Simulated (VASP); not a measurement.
Input of a VASP 6.6.1 run:

File INCAR:

```
SYSTEM = BeAl
PREC = Accurate ; ENCUT = 600
EDIFF = 1E-6 ; ISMEAR = 0
SIGMA = 0.1 ; LREAL = .False.
LASPH = .True. ; NELM = 100
ALGO = Fast ; ISIF = 3
LWAVE = .False. ; LCHARG = .False.
GGA = PE ; IBRION = 2
NSW = 100 ; EDIFFG = -0.01
```

KPOINTS

```
regular mesh
0
Gamma
  24 24 12
  0 0 0
```

Contents of POSCAR:

```
BeAl
1.0
    2.7050174679      0.0000000000      0.0000000000
   -1.3525087339      2.3426138449      0.0000000000
    0.0000000000      0.0000000000      4.8061349572
Be Al
1 1
Direct
    0.0000000000      0.0000000000      0.5000000000
    0.0000000000      0.0000000000      0.0000000000
```

Potentials or basis: VASP PAW PBE potentials, release 64 (Be, Al).

The run is started by

```sh
$ cat potpaw_PBE.64/Be/POTCAR potpaw_PBE.64/Al/POTCAR > POTCAR
$ mpirun -np 1 vasp_std > vasp.out
```

Task: Estimate the space group after relaxing (to 0.1 Å).

Result: P6/mmm (No. 191).

Task: Estimate the relaxed cell.

Result: a = 2.557 Å, b = 2.557 Å, c = 5.295 Å, α = 90.00°, β = 90.00°, γ = 120.00°.

Task: Estimate the band gap on the k mesh.

Result: Zero (an odd number of electrons rules out a gap without spin polarisation).

The path:
```csv
step,energy change (eV),largest force (eV/Å),pressure (GPa),volume (Å³)
1,0.0000,0.0000,-0.94,30.46
2,-0.0748,0.0000,-1.00,30.03
3,-0.1186,0.0000,4.16,28.81
4,-0.1364,0.0000,1.04,29.35
5,-0.1378,0.0000,1.68,29.22
6,-0.1420,0.0000,-0.22,30.05
7,-0.1420,0.0000,-0.09,29.99
8,-0.1421,0.0000,0.00,29.98
```
